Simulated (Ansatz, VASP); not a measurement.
**Tl: VASP beside Ansatz**

```
Tl
1.0
     3.45600    0.00000    0.00000
    -1.72800    2.99298    0.00000
     0.00000    0.00000    5.46975
Tl
2
Direct
  0.33333 0.66667 0.25000
  0.66667 0.33333 0.75000
```

Change from the starting cell: zz strain of -1 %.

Alike in both runs: task single point; functional LDA; k mesh 11 × 11 × 6; occupations fermi-dirac, width 0.05 eV; no spin polarisation.

|  | VASP | Ansatz |
| --- | --- | --- |
| version | VASP 6.6.1 | Ansatz 0.2.0 |
| potentials or method | VASP PAW LDA potentials, release 64 (Tl_d), cutoff 520 eV | all-electron LAPW, scalar-relativistic |

|  | VASP | Ansatz | Ansatz less VASP |
| --- | --- | --- | --- |
| pressure (GPa) | -1.3 | -1.4 | -0.06 |
| traceless stress, the component that is largest in VASP (GPa) | 0.20 | 0.15 | -0.048 |

LDA's correlation is that of Perdew and Zunger in VASP and of Perdew and Wang (1992) in Ansatz. Ansatz ran all-electron here, and VASP with PAW potentials.

Neither program's run includes spin-orbit coupling.
